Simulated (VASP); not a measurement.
# Zn8O7 (a cell with a defect) in VASP: a series of runs, part 2 of 2

VASP 6.6.1.

## Step 4: Single point, PBEsol

The input, INCAR:

```
PREC = Accurate
ENCUT = 520
EDIFF = 1E-6
ISMEAR = -1
SIGMA = 0.05
LREAL = Auto
LASPH = True
NELM = 60
ALGO = Normal
ISIF = 2
LWAVE = False
LCHARG = False
GGA = PS
NBANDS = 82
```

The input, KPOINTS:

```
regular mesh
0
Gamma
  2 3 3
```

The input, POSCAR:

```
Zn8O7
1.0
   -3.2200000000     -5.5772040000      0.0000000000
    4.8300000000     -2.7886020000      0.0000000000
    0.0000000000      0.0000000000      5.2000000000
Zn O
8 7
Direct
    0.5003090555      0.3735987906     -0.0115615385
    0.5002871374      0.6666152345      0.5529513462
    0.2740333292      0.8203035859     -0.0083692308
    0.2547582406      0.1663375848      0.4941780769
    0.0002540796      0.3284789102     -0.0057950000
    0.0002537239      0.6685923377      0.4950603846
    0.7262939358      0.8201624168     -0.0084653846
    0.7458960313      0.1662961120      0.4941675000
    0.5003240169      0.3488812286      0.3734886538
    0.2595357130      0.8278726700      0.3770538462
    0.2595620294      0.1653597794      0.8799680769
    0.0003168311      0.3306911379      0.3774973077
    0.0002535164      0.6723222200      0.8812069231
    0.7409923984      0.8278568370      0.3769700000
    0.7409952878      0.1652807095      0.8799530769
```

Potentials or basis: VASP PAW PBE potentials, release 64 (Zn, O).

Run with:

```bash
cat potpaw_PBE.64/Zn/POTCAR potpaw_PBE.64/O/POTCAR > POTCAR
mpirun -np 1 vasp_std > vasp.out
```

OUTCAR:

```text
PREC = Accurate
   ENCUT = 520
   EDIFF = 1E-6
   ISMEAR = -1
   LREAL = Auto
   LASPH = True
   NELM = 60
   ISIF = 2
   GGA = PS

 ion  position               nearest neighbor table
   1  0.500  0.374  0.988-   9 2.01  15 2.02  11 2.02   2 2.79   7 2.88   3 2.89
   2  0.500  0.667  0.553-   9 2.00  14 2.01  10 2.01   1 2.79   7 2.84   3 2.84
   3  0.274  0.820  0.992-  10 2.01  11 2.01  13 2.03   2 2.84   1 2.89   7 2.91
   4  0.255  0.166  0.494-  12 1.97   9 1.98  10 1.98  11 2.01
   5  0.000  0.328  0.994-  15 1.99  11 1.99  12 1.99  13 2.01
   6  0.000  0.669  0.495-  12 1.98  14 1.99  10 1.99  13 2.01
   7  0.726  0.820  0.992-  14 2.01  15 2.01  13 2.03   2 2.84   1 2.88   3 2.91
   8  0.746  0.166  0.494-  12 1.97   9 1.98  14 1.98  15 2.01
   9  0.500  0.349  0.373-   4 1.98   8 1.98   2 2.00   1 2.01
  10  0.260  0.828  0.377-   4 1.98   6 1.99   3 2.01   2 2.01
  11  0.260  0.165  0.880-   5 1.99   4 2.01   3 2.01   1 2.02
  12  0.000  0.331  0.377-   8 1.97   4 1.97   6 1.98   5 1.99
  13  0.000  0.672  0.881-   5 2.01   6 2.01   3 2.03   7 2.03
  14  0.741  0.828  0.377-   8 1.98   6 1.99   7 2.01   2 2.01
  15  0.741  0.165  0.880-   5 1.99   8 2.01   7 2.01   1 2.02

  LATTYP: Found a simple orthorhombic cell.
 ALAT       =     5.2000000000
 B/A-ratio  =     1.0725391731
 C/A-ratio  =     1.2384616050

  Lattice vectors:

 A1 = (   0.0000000000,   0.0000000000,  -5.2000000000)
 A2 = (   4.8300000000,  -2.7886020000,   0.0000000000)
 A3 = (  -3.2200000000,  -5.5772040000,   0.0000000000)

Analysis of symmetry for initial positions (statically):
=====================================================================
 Subroutine PRICEL returns:
 Original cell was already a primitive cell.

 Routine SETGRP: Setting up the symmetry group for a
 simple orthorhombic supercell.

 Subroutine GETGRP returns: Found  1 space group operations
 (whereof  1 operations were pure point group operations)
 out of a pool of  8 trial point group operations.

The static configuration has the point symmetry C_1 .

Analysis of symmetry for dynamics (positions and initial velocities):
=====================================================================
 Subroutine PRICEL returns:
 Original cell was already a primitive cell.

 Routine SETGRP: Setting up the symmetry group for a
 simple orthorhombic supercell.

 Subroutine GETGRP returns: Found  1 space group operations
 (whereof  1 operations were pure point group operations)
 out of a pool of  8 trial point group operations.

The dynamic configuration has the point symmetry C_1 .

 Subroutine INISYM returns: Found  1 space group operations
 (whereof  1 operations are pure point group operations),
 and found     1 'primitive' translations

----------------------------------------------------------------------------------------

                                     Primitive cell

  volume of cell :     186.7694

  direct lattice vectors                    reciprocal lattice vectors
    -3.220000000 -5.577204000  0.000000000    -0.077639752 -0.134475985  0.000000000
     4.830000000 -2.788602000  0.000000000     0.155279503 -0.089650656  0.000000000
     0.000000000  0.000000000  5.200000000     0.000000000  0.000000000  0.192307692

  length of vectors
[... 82 lines left out ...]
   NGXF,Y,Z  is equivalent  to a cutoff of  24.78, 25.04, 25.58 a.u.
 SYSTEM =  unknown system
   PREC   = accura    normal or accurate (medium, high low for compatibility)
   ISTART =      0    job   : 0-new  1-cont  2-samecut
   ICHARG =      2    charge: 1-file 2-atom 10-const
   ISPIN  =      1    spin polarized calculation?
   LNONCOLLINEAR =      F non collinear calculations
   LSORBIT =      F    spin-orbit coupling
   LASPH  =      T    aspherical Exc in radial PAW
   ENCUT  =  520.0 eV  38.22 Ry    6.18 a.u.  11.97 10.37  9.67*2*pi/ulx,y,z
   NELM   =     60;   NELMIN=  2; NELMDL= -5     # of ELM steps
   EDIFF  = 0.1E-05   stopping-criterion for ELM
   LREAL  =      T    real-space projection
   EDIFFG = 0.1E-04   stopping-criterion for IOM
   NSW    =      0    number of steps for IOM
   IBRION =     -1    ionic relax: 0-MD 1-quasi-New 2-CG
   NFREE  =      0    steps in history (QN), initial steepest desc. (CG)
   ISIF   =      2    stress and relaxation
   ISYM   =      2    0-nonsym 1-usesym 2-fastsym
   POTIM  = 0.5000    time-step for ionic-motion
   TEBEG  =    0.0;   TEEND  =   0.0 temperature during run
   PSTRESS=    0.0 pullay stress
   NELECT =     138.0000    total number of electrons
   NUPDOWN=      -1.0000    fix difference up-down
   EMIN   =  10.00;   EMAX   =-10.00  energy-range for DOS
   EFERMI =   0.00;   METHOD = LEGACY
   ISMEAR =    -1;   SIGMA  =   0.05  broadening in eV -4-tet -1-fermi 0-gaus
   EFERMI_NEDOS =   21; number of points for ismear=-14 and -15
   IALGO  =     38    algorithm
   IMIX   =      4    mixing-type and parameters
     AMIX     =   0.40;   BMIX     =  1.00
     AMIX_MAG =   1.60;   BMIX_MAG =  1.00
  volume/ion in A,a.u.               =      12.45        84.03
  Fermi-wavevector in a.u.,A,eV,Ry     =   1.480014  2.796822 29.802782  2.190443
  Thomas-Fermi vector in A             =   2.594101
   LORBIT       =      0    0 simple, 1 ext, 2 COOP (PROOUT), +10 PAW based schemes
   GGA     = PS    functional components
   LHFCALC =     F    Hartree Fock is set to
   AEXX    =    0.0000 exact exchange contribution
   IVDW    =     0    specifies the selected vdW correction
   LEPSILON=     F    determine dielectric tensor
   LRPA    =     F    only Hartree local field effects (RPA)
 non-spin polarized calculation
  energy-cutoff  :      520.00
  volume of cell :      186.77
 maximum number of plane-waves:      5053
 NGX is ok and might be reduce to    48
   NGX = 23   NGY = 21   NGZ = 19

 number of electron     138.0000056 magnetization

 Free energy of the ion-electron system (eV)
  ---------------------------------------------------
  ext. energy  EPLUGINS =         0.00000000
  ---------------------------------------------------
  free energy    TOTEN  =       -68.68773932 eV

  energy without entropy =      -68.68773913  energy(sigma->0) =      -68.68773923

 E-fermi :   1.8208     XC(G=0): -11.1203

 val. band max:        1.0526018282   @ k =   0.5000   0.0000   0.3333
 cond. band min:       2.5070453994   @ k =   0.5000   0.0000   0.0000
 fundamental gap:      1.4544435712
 Fermi energy:         1.8208009098

 k-point     1 :       0.0000    0.0000    0.0000
  band No.  band energies     occupation
      1     -16.9149      2.00000
      2     -16.2895      2.00000
      3     -16.2735      2.00000
      4     -16.2448      2.00000
      5     -16.1717      2.00000
      6     -16.0358      2.00000
[... 829 lines left out ...]
     80       9.4000      0.00000
     81       9.6514      0.00000
 [bands above 81 left out]

------------------------ aborting loop because EDIFF is reached ----------------------------------------

  FORCE on cell =-STRESS in cart. coord.  units (eV):
  Direction    XX          YY          ZZ          XY          YZ          ZX
  --------------------------------------------------------------------------------------
  -------------------------------------------------------------------------------------
  Total       -5.8784443     -5.5370144     -6.5850350      0.2987026     -0.0411443      0.0751660
  in kB      -50.4274781    -47.4985658    -56.4888753      2.5623815     -0.3529508      0.6448021
  external PRESSURE =     -51.4716397 kB  Pullay stress =       0.0000000 kB

 VOLUME and BASIS-vectors are now :
 -----------------------------------------------------------------------------
  energy-cutoff  :      520.00
  volume of cell :      186.77
      direct lattice vectors                 reciprocal lattice vectors
    -3.220000000 -5.577204000  0.000000000    -0.077639752 -0.134475985  0.000000000
     4.830000000 -2.788602000  0.000000000     0.155279503 -0.089650656  0.000000000
     0.000000000  0.000000000  5.200000000     0.000000000  0.000000000  0.192307692

 POSITION                                       TOTAL-FORCE (eV/Angst)
 -----------------------------------------------------------------------------------
      0.19349     -3.83214      5.13988         0.040611     -0.022580     -0.006509
      1.60883     -4.64913      2.87535        -0.001484      0.001371      0.059843
      3.07968     -3.81584      5.15648        -0.033127     -0.017507     -0.012781
     -0.01691     -1.88469      2.56973        -0.003030     -0.006184      0.000248
      1.58573     -0.91741      5.16987        -0.001821      0.001119     -0.002112
      3.22848     -1.86585      2.57431         0.005828     -0.002979     -0.005749
      1.62272     -6.33780      5.15598        -0.001524      0.034821     -0.012313
     -1.59857     -4.62375      2.56967         0.004276      0.006348     -0.000123
      0.07405     -3.76330      1.94214        -0.007180      0.002639     -0.007418
      3.16292     -3.75609      1.96068        -0.000039      0.004557     -0.010472
     -0.03710     -1.90875      4.57583        -0.002379     -0.000973     -0.000693
      1.59622     -0.92393      1.96299         0.007032     -0.002230     -0.000500
      3.24650     -1.87625      4.58228        -0.001415      0.001590      0.008606
      1.61255     -6.44123      1.96024        -0.003880     -0.003143     -0.009170
     -1.58770     -4.59358      4.57576        -0.001866      0.003153     -0.000856
 -----------------------------------------------------------------------------------
    total drift:                                0.000840      0.000510     -0.008767

  FREE ENERGIE OF THE ION-ELECTRON SYSTEM (eV)
  ---------------------------------------------------
  free  energy   TOTEN  =       -68.6877393228 eV

  energy  without entropy=      -68.6877391302  energy(sigma->0) =      -68.68773923
```

Run time: 8.2 min. Hardware: 1 thread of Intel Xeon 8259CL, shared host; peak memory 0.32 GiB.

Results:

- Free energy: -68.6877 eV
- Pressure: -5.1 GPa
- Largest force: 0.060 eV/Å
- Band gap on the k mesh: 1.45 eV

Forces on the atoms (eV/Å):
```
Zn   0.041 -0.023 -0.007
Zn  -0.001  0.001  0.060
Zn  -0.033 -0.018 -0.013
Zn  -0.003 -0.006  0.000
Zn  -0.002  0.001 -0.002
Zn   0.006 -0.003 -0.006
Zn  -0.002  0.035 -0.012
Zn   0.004  0.006  0.000
O   -0.007  0.003 -0.007
O    0.000  0.005 -0.010
O   -0.002 -0.001 -0.001
O    0.007 -0.002 -0.001
O   -0.001  0.002  0.009
O   -0.004 -0.003 -0.009
O   -0.002  0.003 -0.001
```

Levels at points of the mesh, in eV from the valence-band top:
| k point | band 66 | band 67 | band 68 | band 69 | band 70 | band 71 | band 72 | band 73 |
| --- | --- | --- | --- | --- | --- | --- | --- | --- |
| (0.00, 0.00, 0.00) | -0.96 | -0.62 | -0.44 | -0.38 | 2.60 | 3.74 | 4.14 | 4.72 |
| (0.50, 0.00, 0.00) | -0.98 | -0.64 | -0.57 | -0.05 | 1.45 | 4.30 | 4.73 | 4.80 |

Caveat: the k points lie up to 0.49 Å⁻¹ apart; the PAW data sets were made with another functional, which shifts forces and pressure a little.
